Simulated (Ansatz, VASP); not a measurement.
Given: the input of a run of VASP 6.6.1 on ZrB.

File INCAR:

```
SYSTEM = ZrB
ALGO = Normal
EDIFF = 1E-6
ENCUT = 520
GGA = PE
ISIF = 2
ISMEAR = -1
LASPH = .TRUE.
LCHARG = .TRUE.
LELF = .TRUE.
LREAL = .FALSE.
LVHAR = .TRUE.
LWAVE = .FALSE.
NBANDS = 14
NELM = 80
PREC = Accurate
SIGMA = 0.05
```

File KPOINTS:

```
k-points
0
G
  10 10 10
  0 0 0
```

Contents of POSCAR:

```
ZrB
1.0
    0.0000000000      2.3705998121      2.3705998121
    2.3705998121      0.0000000000      2.3705998121
    2.3705998121      2.3705998121      0.0000000000
Zr B
1 1
Direct
    0.0000000000      0.0000000000      0.0000000000
    0.5000000000      0.5000000000      0.5000000000
```

Potentials or basis: VASP PAW PBE potentials, release 64 (Zr_sv, B).

Command:

```sh
$ cat potpaw_PBE.64/Zr_sv/POTCAR potpaw_PBE.64/B/POTCAR > POTCAR
$ mpirun -np 1 vasp_std > vasp.out
```

Set up the same calculation for Ansatz 0.2.0. Potentials there: Ansatz PAW.

As run (the cutoff follows the program's own potentials):

The input input.yaml:

```yaml
crystal:
  lattice:
    - [0.0, 2.3705998121, 2.3705998121]
    - [2.3705998121, 0.0, 2.3705998121]
    - [2.3705998121, 2.3705998121, 0.0]
  atoms:
    - { symbol: Zr, position: [0.0, 0.0, 0.0] }
    - { symbol: B, position: [0.5, 0.5, 0.5] }
hamiltonian:
  xc: pbe
  pseudopotentials: { kind: paw }
kpoints:
  mp_grid: { grid: [10, 10, 10] }
scf:
  occupations: { method: fermi_dirac, width: 0.05 }
output:
  forces: true
  stress: true
  eigenvalues: true
```

Potentials or basis: Ansatz PAW.

Command:

```sh
$ ansatz run input.yaml --threads 1 --pin off --max-ram 2560MiB --backend cpu --events-out ev --progress --plain --runs-dir out
```

Both were run:

|  | VASP | Ansatz | Ansatz less VASP |
| --- | --- | --- | --- |
| gap on the k mesh at the Fermi level (eV) | none | none | - |
| pressure (GPa) | 19.8 | 19.6 | -0.14 |

A gap of «none» marks a metal or a gap that the smearing closes.
